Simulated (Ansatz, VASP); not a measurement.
Ge2RuW4: VASP beside Ansatz

```
Ge Ru W
1.0
     6.92279    0.00000    0.00000
     0.00000    6.92279    0.00000
     0.00000    0.00000    4.49790
Ge Ru W
2 1 4
Direct
  0.50000 0.50000 0.00000
  0.00000 0.00000 0.00000
  0.50000 0.50000 0.50000
  0.65170 0.00000 0.00000
  0.34830 0.00000 0.00000
  0.00000 0.65170 0.00000
  0.00000 0.34830 0.00000
```

Alike in both runs: functional PBE; k mesh 3 × 3 × 4; occupations gaussian, width 0.2 eV; no spin polarisation.

Ansatz relaxed the structure, and its values are those at the end. VASP's run is a single point on that final structure, the one shown.

```csv
,VASP,Ansatz
version,VASP 6.6.1,Ansatz 0.2.0
potentials or method,"VASP PAW PBE potentials, release 64 (Ge_d, Ru_pv, W_sv), cutoff 520 eV","scalar-relativistic, plane waves, PAW"
valence electrons in the cell,98,100
```

|  | VASP | Ansatz | Ansatz less VASP |
| --- | --- | --- | --- |
| gap on the k mesh at the Fermi level (eV) | none | none | - |
| pressure (GPa) | 0.7 | -0.3 | -0.94 |
| rms of the force components (eV/Å) | 0.375 | 0.008 | -0.3676 |

A gap of «none» marks a metal or a gap that the smearing closes. One of these differences is far larger than is usual between the two programs; its cause wasn't traced. VASP's potentials hold 98 valence electrons a cell and Ansatz's 100, so a difference there can come from the potentials and not from the codes.

Spin-orbit coupling is off throughout.
